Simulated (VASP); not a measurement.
# As (Pm-3m) in VASP: single point with LDA

Aim: the single point of As with LDA.

Program: VASP 6.6.1. These are calculated values, not measurements. Logs are shortened: lines on timing, memory, paths and dates and some standing lists are left out, and cuts for length are marked.

## (1) The cell of the first run

It takes space group Pm-3m (No. 221, cubic). Conventional cell: a = 2.704 Å, b = 2.704 Å, c = 2.704 Å, α = 90.00°, β = 90.00°, γ = 90.00°. As (site symmetry m-3m) has 6 As at 2.70 Å within 3.6 Å.

## (2) Single point, LDA, non-collinear spin, typed start

Input file INCAR:

```
PREC     = Accurate       # precision mode
ENCUT    = 500            # plane-wave cutoff, eV
EDIFF    = 1E-6           # SCF threshold, eV
ISMEAR   = -1             # smearing method
SIGMA    = 0.05           # smearing width, eV
LREAL    = False          # projectors in reciprocal space
LASPH    = True           # aspherical terms in the spheres
NELM     = 200            # most SCF steps
ALGO     = Normal         # electronic algorithm
ISIF     = 2              # what is computed and relaxed
LWAVE    = False          # write WAVECAR
LCHARG   = True           # write CHGCAR
LNONCOLLINEAR= True           # non-collinear magnetism
MAGMOM   = 0.077 0.104 0.011 # initial moments
LORBIT   = 11             # projections on sites
LVHAR    = True         
NBANDS   = 16             # bands
GGA_COMPAT= False
```

Input file KPOINTS:

```
Automatic mesh
0
Gamma
  7 7 7
```

Input file POSCAR:

```
As
1.0
    2.7036817444      0.0000000000      0.0000000000
    0.0000000000      2.7036817444      0.0000000000
    0.0000000000      0.0000000000      2.7036817444
As
1
Direct
    0.5000000000      0.5000000000      0.5000000000
```

Potentials or basis: VASP PAW LDA potentials, release 64 (As).

The run is started by

```bash
> cat potpaw_LDA.64/As/POTCAR > POTCAR
> mpirun -np 1 vasp_ncl > vasp.out
```

OUTCAR:

```text
PREC = Accurate
   ENCUT = 500
   EDIFF = 1E-6
   ISMEAR = -1
   LREAL = False
   LASPH = True
   NELM = 200
   ISIF = 2
   LNONCOLLINEAR = True
   LORBIT = 11

 ion  position               nearest neighbor table
   1  0.500  0.500  0.500-

  LATTYP: Found a simple cubic cell.
 ALAT       =     2.7036817444

  Lattice vectors:

 A1 = (   2.7036817444,   0.0000000000,   0.0000000000)
 A2 = (   0.0000000000,   2.7036817444,   0.0000000000)
 A3 = (   0.0000000000,   0.0000000000,   2.7036817444)

Analysis of symmetry for initial positions (statically):
=====================================================================
 Subroutine PRICEL returns:
 Original cell was already a primitive cell.

 Routine SETGRP: Setting up the symmetry group for a
 simple cubic supercell.

 Subroutine GETGRP returns: Found 48 space group operations
[... 9 lines left out ...]

 Routine SETGRP: Setting up the symmetry group for a
 simple cubic supercell.

 Subroutine GETGRP returns: Found 48 space group operations
 (whereof 48 operations were pure point group operations)
 out of a pool of 48 trial point group operations.

The dynamic configuration has the point symmetry O_h .

Analysis of structural, dynamic, and magnetic symmetry:
=====================================================================
 Subroutine PRICEL returns:
 Original cell was already a primitive cell.

 Routine SETGRP: Setting up the symmetry group for a
 simple cubic supercell.

 Subroutine GETGRP returns: Found  2 space group operations
 (whereof  2 operations were pure point group operations)
 out of a pool of 48 trial point group operations.

The overall configuration has the point symmetry S_2 .

 Subroutine INISYM returns: Found  2 space group operations
 (whereof  2 operations are pure point group operations),
 and found     1 'primitive' translations

----------------------------------------------------------------------------------------

                                     Primitive cell

  volume of cell :      19.7636

  direct lattice vectors                    reciprocal lattice vectors
     2.703681744  0.000000000  0.000000000     0.369866018  0.000000000  0.000000000
     0.000000000  2.703681744  0.000000000     0.000000000  0.369866018  0.000000000
     0.000000000  0.000000000  2.703681744     0.000000000  0.000000000  0.369866018
[... 82 lines left out ...]
   EDIFF  = 0.1E-05   stopping-criterion for ELM
   LREAL  =      F    real-space projection
   EDIFFG = 0.1E-04   stopping-criterion for IOM
   NSW    =      0    number of steps for IOM
   IBRION =     -1    ionic relax: 0-MD 1-quasi-New 2-CG
   NFREE  =      0    steps in history (QN), initial steepest desc. (CG)
   ISIF   =      2    stress and relaxation
   ISYM   =      2    0-nonsym 1-usesym 2-fastsym
   POTIM  = 0.5000    time-step for ionic-motion
   TEBEG  =    0.0;   TEEND  =   0.0 temperature during run
   PSTRESS=    0.0 pullay stress
   NELECT =       5.0000    total number of electrons
   NUPDOWN=      -1.0000    fix difference up-down
   EMIN   =  10.00;   EMAX   =-10.00  energy-range for DOS
[... 5 lines left out ...]
     AMIX     =   0.40;   BMIX     =  1.00
     AMIX_MAG =   1.60;   BMIX_MAG =  1.00
  volume/ion in A,a.u.               =      19.76       133.37
  Fermi-wavevector in a.u.,A,eV,Ry     =   1.035403  1.956627 14.586243  1.072059
  Thomas-Fermi vector in A             =   2.169744
   LORBIT       =     11    0 simple, 1 ext, 2 COOP (PROOUT), +10 PAW based schemes
   GGA     = CA    functional components
   LHFCALC =     F    Hartree Fock is set to
   AEXX    =    0.0000 exact exchange contribution
   IVDW    =     0    specifies the selected vdW correction
   LEPSILON=     F    determine dielectric tensor
   LRPA    =     F    only Hartree local field effects (RPA)
  energy-cutoff  :      500.00
  volume of cell :       19.76
 maximum number of plane-waves:      1024
   NGX =  9   NGY =  9   NGZ =  9

 number of electron       5.0000001 magnetization       0.0001613      0.0002179      0.0000231

 number of electron       5.0000001 magnetization      -0.0000314     -0.0000423     -0.0000045

 Free energy of the ion-electron system (eV)
  ---------------------------------------------------
  ext. energy  EPLUGINS =         0.00000000
  ---------------------------------------------------
  free energy    TOTEN  =        -5.35376575 eV

  energy without entropy =       -5.34933469  energy(sigma->0) =       -5.35155022

 E-fermi :   5.8105     XC(G=0): -10.5889

 val. band max:        5.3859451146   @ k =   0.4286   0.2857   0.1429
 cond. band min:       5.8636140518   @ k =   0.2857   0.4286   0.2857
 fundamental gap:      0.4776689372
 Fermi energy:         5.8104776315

 k-point     1 :       0.0000    0.0000    0.0000
  band No.  band energies     occupation
      1      -9.0409      1.00000
      2      -9.0409      1.00000
      3      10.0455      0.00000
      4      10.0455      0.00000
      5      10.0455      0.00000
      6      10.0455      0.00000
[... 433 lines left out ...]
      3       2.8918      1.00000
      4       2.8918      1.00000
      5       8.0306      0.00000
      6       8.0306      0.00000
[... 8 lines left out ...]
     15      23.7744      0.00000
     16      23.7744      0.00000

 [... further k-points ...]
[... 5 lines left out ...]
  --------------------------------------------------------------------------------------
  -------------------------------------------------------------------------------------
  Total       -0.3130359     -0.3130356     -0.3130358      0.0000000     -0.0000000      0.0000000
  in kB      -25.3768664    -25.3768403    -25.3768564      0.0000010     -0.0000006      0.0000013
  external PRESSURE =     -25.3768543 kB  Pullay stress =       0.0000000 kB

 VOLUME and BASIS-vectors are now :
 -----------------------------------------------------------------------------
  energy-cutoff  :      500.00
  volume of cell :       19.76
      direct lattice vectors                 reciprocal lattice vectors
     2.703681744  0.000000000  0.000000000     0.369866018  0.000000000  0.000000000
     0.000000000  2.703681744  0.000000000     0.000000000  0.369866018  0.000000000
     0.000000000  0.000000000  2.703681744     0.000000000  0.000000000  0.369866018

 POSITION                                       TOTAL-FORCE (eV/Angst)
 -----------------------------------------------------------------------------------
      1.35184      1.35184      1.35184         0.000000      0.000000      0.000000
 -----------------------------------------------------------------------------------
    total drift:                                0.000000      0.000000      0.000000

  FREE ENERGIE OF THE ION-ELECTRON SYSTEM (eV)
  ---------------------------------------------------
  free  energy   TOTEN  =        -5.3537657510 eV

  energy  without entropy=       -5.3493346882  energy(sigma->0) =       -5.35155022

 total charge

# of ion       s       p       d       tot
------------------------------------------
    1        1.308   1.334   0.054   2.696

 magnetization (x)

# of ion       s       p       d       tot
------------------------------------------
    1       -0.000  -0.000  -0.000  -0.000

 magnetization (y)

# of ion       s       p       d       tot
------------------------------------------
    1       -0.000  -0.000  -0.000  -0.000

 magnetization (z)

# of ion       s       p       d       tot
------------------------------------------
    1       -0.000  -0.000  -0.000  -0.000
```

Wall time 82 s (1 thread of Intel Xeon 8259CL, shared host); peak memory 0.19 GiB.

What came out:

```
Free energy                                           : -5.3538 eV
Pressure                                              : -2.5 GPa
Band gap on the k mesh                                : zero (band 5 reaches 12.15 eV, above the bottom of band 6 at 2.12 eV)
Net moment                                            : 0.00 μB per cell
Valence electrons inside the program's atomic spheres : As 2.70
```

Moments on the atoms (μB; x, y, z):
```
As  0.00 0.00 0.00
```
